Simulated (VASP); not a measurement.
Runs of VASP 6.6.1 on CdSe. The structure is that of space group F-43m (No. 216), or close to it. The cells are those of the table. 

```csv
cell,gap on the mesh (eV),pressure (GPa)
"a = 4.371 Å, angles 60.0°, 2 atoms",0.51,0.6
"a = 4.399 Å, angles 60.0°, 2 atoms",(b),-0.3
"a = 4.313 Å, angles 60.0°, 2 atoms",0.59,2.7
"a = 4.283 Å, angles 60.0°, 2 atoms",0.63,(a)
"a = 4.253 Å, angles 60.0°, 2 atoms",0.68,5.3
"a = 4.427 Å, angles 60.0°, 2 atoms",(c),-1.1
```

Alike in all rows: task single point; level PBE; potentials or basis VASP PAW PBE potentials, release 64 (Cd, Se); no spin polarisation; k mesh 6 × 6 × 6; cutoff (eV) 520; smearing gaussian 0.01 eV.

Problem. Estimate the missing entries.

Solution. (a) 3.9; (b) 0.47; (c) 0.43.

A k mesh can miss the band edges, and the runs leave out spin-orbit coupling on Cd, Se.
